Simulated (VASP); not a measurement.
Set up this calculation in VASP 6.6.1, as the native input.

| Property | Result |
| --- | --- |
| Task | single point |
| Functional | PBE |
| Dispersion | D4 |
| Potentials or basis | VASP PAW PBE potentials, release 64 (As) |
| Cutoff | 520 eV |
| k mesh | 7 × 7 × 7 |
| Occupations | fermi-dirac, width 0.3 eV |
| Spin | no spin polarisation |
| Dipole correction | no |
| Further INCAR settings | ALGO = Normal; EDIFF = 1e-07; NBANDS = 8 |

The structure of As lies in POSCAR:

```
As
1.0
    2.6960881554      0.0000000000      0.0000000000
    0.0000000000      2.6960881554      0.0000000000
    0.0000000000      0.0000000000      2.6960881554
As
1
Direct
    0.5000000000      0.5000000000      0.5000000000
```

These files were run (other wordings do the same):

INCAR

```
  PREC = Accurate
  ENCUT = 520
  EDIFF = 1E-7
  ISMEAR = -1
  SIGMA = 0.3
  LREAL = False
  LASPH = True
  NELM = 60
  ALGO = Normal
  ISIF = 2
  LWAVE = False
  LCHARG = False
  GGA = PE
  IVDW = 13
  NBANDS = 8
```

KPOINTS

```
Automatic mesh
0
Gamma
  7 7 7
```

Potentials or basis: VASP PAW PBE potentials, release 64 (As).

The run is started by

```bash
$ cat potpaw_PBE.64/As/POTCAR > POTCAR
$ mpirun -np 1 vasp_std > vasp.out
```

Results of the run:

```
Pressure                   : 0.2 GPa
Dispersion energy per atom : -0.493 eV
```

Caveat: pairwise dispersion overbinds metals, which lowers pressure and volume.

Wall time 5.1 s on 1 thread of Intel Xeon 8259CL (shared host), peak memory 0.12 GiB.
